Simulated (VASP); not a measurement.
## BN: single point with PBE

The system is BN.

```xyz
4
Lattice="2.4518 0.0000 0.0000 -1.2259 2.1233 0.0000 0.0000 0.0000 4.0578" Properties=species:S:1:pos:R:3 pbc="T T T"
B     1.2259    0.7078    4.0567
B     0.0000    1.4155    2.0278
N     1.2259    0.7078    2.5372
N     0.0000    1.4155    0.5083
```

This cell differs from its parent crystal: strain -0.040 along x and y, -0.040 along z.

```json
{
 "Program": "VASP 6.6.1",
 "Task": "single point",
 "Functional": "PBE",
 "Potentials or basis": "VASP PAW PBE potentials, release 64 (B, N)",
 "Cutoff": "520 eV",
 "k mesh": "12 × 12 × 6",
 "Occupations": "gaussian, width 0.05 eV",
 "Spin": "no spin polarisation",
 "Dipole correction": "no",
 "Further INCAR settings": "ALGO = Normal; EDIFF = 1e-06; NBANDS = 16"
}
```

- Pressure: 57.5 GPa
- Largest force: 0.090 eV/Å
- Band gap on the k mesh: 4.97 eV, indirect (least direct gap 8.81 eV)

Forces in eV/Å, atoms in the order of the input:
```
B    0.000  0.000 -0.090
B    0.000  0.000 -0.090
N    0.000  0.000  0.090
N    0.000  0.000  0.090
```

Stress tensor (GPa, compression positive):
```
57.59  0.00  0.00
 0.00 57.59  0.00
 0.00  0.00 57.47
```

Levels at points of the mesh, in eV from the valence-band top:
```csv
k point,band 6,band 7,band 8,band 9,band 10,band 11
"(0.00, 0.00, 0.00)",-0.32,0.00,0.00,8.83,8.83,9.20
"(0.50, 0.00, 0.00)",-5.58,-5.01,-2.36,7.12,8.30,11.20
"(0.00, 0.00, 0.50)",-1.32,-1.32,-1.32,10.54,10.54,10.54
"(0.50, 0.00, 0.50)",-4.23,-3.97,-3.97,6.99,6.99,10.81
```

Wall time 17 s on 1 thread of Intel Xeon 6975P-C, with other jobs on the host, peak memory 0.14 GiB.

Caveat: the cell differs from its parent crystal (strain -0.040 along x and y, -0.040 along z). A k mesh can miss the band edges.
